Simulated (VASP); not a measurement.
# Rh (Fm-3m) in VASP: further runs, part 2 of 2

VASP 6.6.1.

### Step 3. Relaxation of volume and atoms at fixed shape, PBEsol

This run uses another cell than the first one, of 13.72 Å³/atom.

Contents of INCAR:

```
SYSTEM = Rh
ALGO     = Normal         ! electronic algorithm
EDIFF    = 1E-7           ! SCF threshold, eV
EDIFFG   = -0.03          ! ionic threshold
ENCUT    = 500            ! plane-wave cutoff, eV
GGA      = PS             ! functional
GGA_COMPAT= .FALSE.      
IBRION   = 2              ! ionic algorithm
ISIF     = 8              ! what is computed and relaxed
ISMEAR   = -1             ! smearing method
LASPH    = .TRUE.         ! aspherical terms in the spheres
LCHARG   = .FALSE.        ! write CHGCAR
LREAL    = .FALSE.        ! projectors in reciprocal space
LWAVE    = .FALSE.        ! write WAVECAR
NELM     = 120            ! most SCF steps
NELMIN   = 4            
NSW      = 80             ! ionic steps
PREC     = Accurate       ! precision mode
SIGMA    = 0.05           ! smearing width, eV
```

Contents of KPOINTS:

```
k-points
0
G
  9 9 9
  0 0 0
```

Contents of POSCAR:

```
Rh
1.0
    0.0000000000      1.9000000000      1.9000000000
    1.9000000000      0.0000000000      1.9000000000
    1.9000000000      1.9000000000      0.0000000000
Rh
1
Direct
    0.0000000000      0.0000000000      0.0000000000
```

Potentials or basis: VASP PAW PBE potentials, release 64 (Rh_pv).

Run with:

```
$ cat potpaw_PBE.64/Rh_pv/POTCAR > POTCAR
$ mpirun -np 1 vasp_std > vasp.out
```

OUTCAR:

```text
SYSTEM = Rh
   EDIFF = 1E-7
   EDIFFG = -0.03
   ENCUT = 500
   GGA = PS
   IBRION = 2
   ISIF = 8
   ISMEAR = -1
   LASPH = .TRUE.
   LREAL = .FALSE.
   NELM = 120
   NELMIN = 4
   NSW = 80
   PREC = Accurate

 ion  position               nearest neighbor table
   1  0.000  0.000  0.000-

  LATTYP: Found a face centered cubic cell.
 ALAT       =     3.8000000000

  Lattice vectors:

 A1 = (   0.0000000000,   1.9000000000,   1.9000000000)
 A2 = (   1.9000000000,   0.0000000000,   1.9000000000)
 A3 = (   1.9000000000,   1.9000000000,   0.0000000000)

Analysis of symmetry for initial positions (statically):
=====================================================================
 Subroutine PRICEL returns:
 Original cell was already a primitive cell.

 Routine SETGRP: Setting up the symmetry group for a
 face centered cubic supercell.

 Subroutine GETGRP returns: Found 48 space group operations
 (whereof 48 operations were pure point group operations)
 out of a pool of 48 trial point group operations.

The static configuration has the point symmetry O_h .

Analysis of symmetry for dynamics (positions and initial velocities):
=====================================================================
 Subroutine PRICEL returns:
 Original cell was already a primitive cell.

 Routine SETGRP: Setting up the symmetry group for a
 face centered cubic supercell.

 Subroutine GETGRP returns: Found 48 space group operations
 (whereof 48 operations were pure point group operations)
 out of a pool of 48 trial point group operations.

The dynamic configuration has the point symmetry O_h .

 Subroutine INISYM returns: Found 48 space group operations
 (whereof 48 operations are pure point group operations),
 and found     1 'primitive' translations

----------------------------------------------------------------------------------------

                                     Primitive cell

  volume of cell :      13.7180

  direct lattice vectors                    reciprocal lattice vectors
     0.000000000  1.900000000  1.900000000    -0.263157895  0.263157895  0.263157895
     1.900000000  0.000000000  1.900000000     0.263157895 -0.263157895  0.263157895
     1.900000000  1.900000000  0.000000000     0.263157895  0.263157895 -0.263157895

  length of vectors
     2.687005769  2.687005769  2.687005769     0.455802844  0.455802844  0.455802844

  position of ions in fractional coordinates (direct lattice)
     0.000000000  0.000000000  0.000000000

  ion indices of the primitive-cell ions
   primitive index   ion index
                 1           1

----------------------------------------------------------------------------------------

 KPOINTS: k-points

Automatic generation of k-mesh.
 Grid dimensions read from file:
 generate k-points for:    9    9    9

 Generating k-lattice:

  Cartesian coordinates                     Fractional coordinates (reciprocal lattice)
[... 46 lines left out ...]
   dimension x,y,z NGXF=    40 NGYF=   40 NGZF=   40
   ions per type =               1
   NGX,Y,Z   is equivalent  to a cutoff of  12.37, 12.37, 12.37 a.u.
   NGXF,Y,Z  is equivalent  to a cutoff of  24.75, 24.75, 24.75 a.u.
 SYSTEM =  Rh
   PREC   = accura    normal or accurate (medium, high low for compatibility)
   ISTART =      0    job   : 0-new  1-cont  2-samecut
   ICHARG =      2    charge: 1-file 2-atom 10-const
   ISPIN  =      1    spin polarized calculation?
   LNONCOLLINEAR =      F non collinear calculations
   LSORBIT =      F    spin-orbit coupling
   LASPH  =      T    aspherical Exc in radial PAW
   ENCUT  =  500.0 eV  36.75 Ry    6.06 a.u.   4.90  4.90  4.90*2*pi/ulx,y,z
   NELM   =    120;   NELMIN=  4; NELMDL= -5     # of ELM steps
   EDIFF  = 0.1E-06   stopping-criterion for ELM
   LREAL  =      F    real-space projection
   EDIFFG = -.3E-01   stopping-criterion for IOM
   NSW    =     80    number of steps for IOM
   IBRION =      2    ionic relax: 0-MD 1-quasi-New 2-CG
   NFREE  =      1    steps in history (QN), initial steepest desc. (CG)
   ISIF   =      8    stress and relaxation
   ISYM   =      2    0-nonsym 1-usesym 2-fastsym
   POTIM  = 0.5000    time-step for ionic-motion
   TEBEG  =    0.0;   TEEND  =   0.0 temperature during run
   PSTRESS=    0.0 pullay stress
   NELECT =      15.0000    total number of electrons
   NUPDOWN=      -1.0000    fix difference up-down
   EMIN   =  10.00;   EMAX   =-10.00  energy-range for DOS
   EFERMI =   0.00;   METHOD = LEGACY
   ISMEAR =    -1;   SIGMA  =   0.05  broadening in eV -4-tet -1-fermi 0-gaus
   EFERMI_NEDOS =   21; number of points for ismear=-14 and -15
   IALGO  =     38    algorithm
   IMIX   =      4    mixing-type and parameters
     AMIX     =   0.40;   BMIX     =  1.00
     AMIX_MAG =   1.60;   BMIX_MAG =  1.00
  volume/ion in A,a.u.               =      13.72        92.57
  Fermi-wavevector in a.u.,A,eV,Ry     =   1.686585  3.187184 38.702725  2.844570
  Thomas-Fermi vector in A             =   2.769224
   LORBIT       =      0    0 simple, 1 ext, 2 COOP (PROOUT), +10 PAW based schemes
   GGA     = PS    functional components
   LHFCALC =     F    Hartree Fock is set to
   AEXX    =    0.0000 exact exchange contribution
   IVDW    =     0    specifies the selected vdW correction
   LEPSILON=     F    determine dielectric tensor
   LRPA    =     F    only Hartree local field effects (RPA)
 conjugate gradient relaxation of ions
 non-spin polarized calculation
  energy-cutoff  :      500.00
  volume of cell :       13.72
 maximum number of plane-waves:       356
   NGX =  9   NGY =  9   NGZ =  9

--------------------------------------- Ionic step        1  -------------------------------------------

 number of electron      15.0000007 magnetization

 Free energy of the ion-electron system (eV)
  ---------------------------------------------------
  ext. energy  EPLUGINS =         0.00000000
  ---------------------------------------------------
  free energy    TOTEN  =        -8.13334960 eV

  energy without entropy =       -8.12445129  energy(sigma->0) =       -8.12890044

------------------------ aborting loop because EDIFF is reached ----------------------------------------

  FORCE on cell =-STRESS in cart. coord.  units (eV):
  Direction    XX          YY          ZZ          XY          YZ          ZX
  --------------------------------------------------------------------------------------
  -------------------------------------------------------------------------------------
  Total       -0.3790842     -0.3790842     -0.3790842      0.0000000     -0.0000000      0.0000000
  in kB      -44.2746822    -44.2746822    -44.2746822      0.0000000     -0.0000000      0.0000000
  external PRESSURE =     -44.2746822 kB  Pullay stress =       0.0000000 kB
[... 57 lines left out ...]
--------------------------------------- Ionic step        3  -------------------------------------------

 number of electron      15.0000007 magnetization

 Free energy of the ion-electron system (eV)
  ---------------------------------------------------
  ext. energy  EPLUGINS =         0.00000000
  ---------------------------------------------------
  free energy    TOTEN  =        -8.13634075 eV

  energy without entropy =       -8.12770656  energy(sigma->0) =       -8.13202366

 E-fermi :  12.0078     XC(G=0): -14.3342

 val. band max:       11.9233943377   @ k =   0.3333   0.2222   0.0000
 cond. band min:      12.0135792027   @ k =  -0.3333   0.3333   0.0000
 fundamental gap:      0.0901848649
 Fermi energy:        12.0078499833

 k-point     1 :       0.0000    0.0000    0.0000
  band No.  band energies     occupation
      1     -34.2971      2.00000
      2     -34.2971      2.00000
      3     -34.2971      2.00000
      4       3.8967      2.00000
      5       8.8973      2.00000
      6       8.8973      2.00000
      7       8.8973      2.00000
      8      11.0570      2.00000
      9      11.0570      2.00000
     10      28.0127      0.00000
     11      32.3635      0.00000
[... 309 lines left out ...]
 k-point    24 :       0.4444    0.4444    0.0000
  band No.  band energies     occupation
      1     -35.0122      2.00000
      2     -34.5751      2.00000
      3     -34.5751      2.00000
      4       5.6478      2.00000
      5       6.0142      2.00000
      6      12.5887      0.00002
      7      12.8975      0.00000
      8      12.8975      0.00000
      9      14.6298      0.00000
     10      25.3126      0.00000
     11      25.7974      0.00000

 [... further k-points ...]

------------------------ aborting loop because EDIFF is reached ----------------------------------------

  FORCE on cell =-STRESS in cart. coord.  units (eV):
  Direction    XX          YY          ZZ          XY          YZ          ZX
  --------------------------------------------------------------------------------------
  -------------------------------------------------------------------------------------
  Total       -0.0053937     -0.0053937     -0.0053937      0.0000000      0.0000000      0.0000000
  in kB       -0.6397417     -0.6397417     -0.6397417      0.0000000      0.0000000      0.0000000
  external PRESSURE =      -0.6397417 kB  Pullay stress =       0.0000000 kB
[... 16 lines left out ...]
  FREE ENERGIE OF THE ION-ELECTRON SYSTEM (eV)
  ---------------------------------------------------
  free  energy   TOTEN  =        -8.1363407512 eV

  energy  without entropy=       -8.1277065595  energy(sigma->0) =       -8.13202366

 reached required accuracy - stopping structural energy minimisation
```

Wall time 7.4 s (1 thread of AMD EPYC 9R45 (Zen 5), shared host); peak memory 0.1 GiB.

What came out:

```yaml
Free_energy: -8.1363 eV
Relaxed_volume: 13.51 Å³/atom
Relaxed_cell: a = 2.673 Å, b = 2.673 Å, c = 2.673 Å, α = 60.00°, β = 60.00°, γ = 60.00°
Space_group_after_relaxing_to_0.1_Å: Fm-3m (No. 225)
Energy_gained_by_relaxing: 3.0 meV/atom
Ionic_steps: 3
Pressure_after_relaxing: -0.1 GPa
Band_gap_on_the_k_mesh: zero (an odd number of electrons rules out a gap without spin polarisation)
```

Step by step:
```tsv
step	energy change (eV)	largest force (eV/Å)	pressure (GPa)	volume (Å³)
1	0.0000	0.0000	-4.43	13.72
2	0.0174	0.0000	12.94	12.98
3	-0.0030	0.0000	-0.06	13.51
```

Final structure:
```cif
data_structure
_symmetry_space_group_name_H-M 'P 1'
_symmetry_Int_Tables_number 1
_cell_length_a 2.6732
_cell_length_b 2.6732
_cell_length_c 2.6732
_cell_angle_alpha 60.000
_cell_angle_beta 60.000
_cell_angle_gamma 60.000
_cell_volume 13.51
loop_
_atom_site_label
_atom_site_type_symbol
_atom_site_fract_x
_atom_site_fract_y
_atom_site_fract_z
_atom_site_occupancy
Rh1 Rh 0.00000 0.00000 0.00000 1
```

Levels at points of the mesh, in eV from the Fermi level:
| k point | band 5 | band 6 | band 7 | band 8 | band 9 | band 10 | band 11 |
| --- | --- | --- | --- | --- | --- | --- | --- |
| (0.00, 0.00, 0.00) | -3.11 | -3.11 | -3.11 | -0.95 | -0.95 | 16.00 | 20.36 |

Caveat: the PAW data sets were made with another functional, which shifts forces and pressure a little.

The gap in the log of VASP goes by the Fermi energy; the results here count the filled bands.